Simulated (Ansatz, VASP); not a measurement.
## One calculation of Ti3H, two programs

The input INCAR:

```
SYSTEM = Ti3H
PREC = Accurate
ENCUT = 520
EDIFF = 1E-6
ISMEAR = 0
SIGMA = 0.1
LREAL = .FALSE.
LASPH = .TRUE.
NELM = 80
ALGO = Normal
ISIF = 2
LWAVE = .FALSE.
LCHARG = .TRUE.
LDIPOL = .TRUE.
IDIPOL = 3
DIPOL = 0.5 0.5 0.315
GGA = PE
LELF = .TRUE.
LVHAR = .TRUE.
LVACPOTAV = .TRUE.
NBANDS = 47
```

File KPOINTS:

```
regular mesh
0
G
  6 6 1
  0 0 0
```

File POSCAR:

```
Ti3H
1.0
    4.6037402166      0.0000000000      0.0000000000
   -2.3018701083      3.9869559800      0.0000000000
    0.0000000000      0.0000000000     22.4968207969
Ti H
6 2
Direct
    0.6666666667      0.3333333333      0.1778029010
    0.3333333333      0.6666666667      0.2195747826
    0.0000000000      0.0000000000      0.2613466643
    0.6666666667      0.3333333333      0.2980472831
    0.3333333333      0.6666666667      0.3304570154
    0.0000000000      0.0000000000      0.3776898467
    0.2925754216      0.7074245784      0.4261411372
    0.3740912451      0.6259087549      0.4261411372
```

Input for Ansatz:

```yaml
crystal:
  lattice:
    - [4.6037402166, 0.0, 0.0]
    - [-2.3018701083, 3.98695598, 0.0]
    - [0.0, 0.0, 22.4968207969]
  atoms:
    - { symbol: Ti, position: [0.6666666667, 0.3333333333, 0.177802901] }
    - { symbol: Ti, position: [0.3333333333, 0.6666666667, 0.2195747826] }
    - { symbol: Ti, position: [0.0, 0.0, 0.2613466643] }
    - { symbol: Ti, position: [0.6666666667, 0.3333333333, 0.2980472831] }
    - { symbol: Ti, position: [0.3333333333, 0.6666666667, 0.3304570154] }
    - { symbol: Ti, position: [0.0, 0.0, 0.3776898467] }
    - { symbol: H, position: [0.2925754216, 0.7074245784, 0.4261411372] }
    - { symbol: H, position: [0.3740912451, 0.6259087549, 0.4261411372] }
basis:
  ecutwfc: 420
kpoints:
  mp_grid: { grid: [6, 6, 1] }
hamiltonian:
  xc: pbe
  pseudopotentials: { kind: paw, azcp: { folder: soft_1 } }
scf:
  occupations: { method: gaussian, width: 0.1 }
output:
  forces: true
  eigenvalues: true
efield:
  axis: 3
  dipole_correction: true
  ramp_width: 0.04
```

Alike in both runs: task single point; functional PBE; k mesh 6 × 6 × 1; occupations gaussian, width 0.1 eV; no spin polarisation.

```csv
,VASP,Ansatz
version,VASP 6.6.1,Ansatz 0.2.0
potentials or method,"VASP PAW PBE potentials, release 64 (Ti_sv, H), cutoff 520 eV","scalar-relativistic, plane waves, PAW"
valence electrons in the cell,74,74
```

```tsv
	VASP	Ansatz	Ansatz less VASP
gap on the k mesh at the Fermi level (eV)	none	none	-
rms of the force components (eV/Å)	1.923	1.914	-0.0092
work function, face that differs most (eV)	2.63	2.63	-0.006
```

Atom by atom the forces differ by 0.011 eV/Å (rms over components). A gap of «none» marks a metal or a gap that the smearing closes.
